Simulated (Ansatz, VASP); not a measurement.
**SnO2 in VASP and in Ansatz**

```
Sn O
1.0
     1.63102    0.94167    4.96163
    -1.63102    0.94167    4.96163
     0.00000   -1.88334    4.96163
Sn O
1 2
Direct
  0.50000 0.50000 0.50000
  0.22912 0.22912 0.22912
  0.77088 0.77088 0.77088
```

Alike in both runs: task single point; functional PBE; k mesh 12 × 12 × 12; occupations gaussian, width 0.05 eV; no spin polarisation.

|  | VASP | Ansatz |
| --- | --- | --- |
| version | VASP 6.6.1 | Ansatz 0.2.0 |
| potentials or method | VASP PAW PBE potentials, release 64 (Sn_d, O), cutoff 520 eV | scalar-relativistic, plane waves, PAW |
| valence electrons in the cell | 26 | 26 |

Ansatz gave:

```
gap on the k mesh at the Fermi level (eV)                     : 2.00
least direct gap on the mesh (eV)                             : 2.38
pressure (GPa)                                                : 3.0
traceless stress, the component that is largest in VASP (GPa) : 2.31
rms of the force components (eV/Å)                            : 0.407
```

Task: Estimate VASP's values.

Result: gap on the k mesh at the Fermi level (eV): 1.98; least direct gap on the mesh (eV): 2.37; pressure (GPa): 3.6; traceless stress, the component that is largest in VASP (GPa): 1.89; rms of the force components (eV/Å): 0.432.

Atom by atom the forces differ by 0.026 eV/Å (rms over components).
